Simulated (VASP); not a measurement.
The system is Al.

```
Al
1.0
     0.00000    2.02481    2.02481
     2.02481    0.00000    2.02481
     2.02481    2.02481    0.00000
Al
1
Cartesian
  0.0000 0.0000 0.0000
```

Base run:

```yaml
Program: VASP 6.6.1
Functional: PBEsol
Potentials_or_basis: VASP PAW PBE potentials, release 64 (Al)
Cutoff: 500 eV
k_mesh: 10 × 10 × 10
Occupations: fermi-dirac, width 0.1 eV
Spin: no spin polarisation
```

Its results: pressure -1.9 GPa.

**Question.** The run is repeated on the same cell with these changes: functional from PBEsol to BLYP. What comes out?

**Answer.** Pressure 3.3 GPa.

BLYP binds less tightly than PBEsol, so the same cell stands under more pressure.

Caveats: the PAW data sets were made with another functional, which shifts forces and pressure a little.
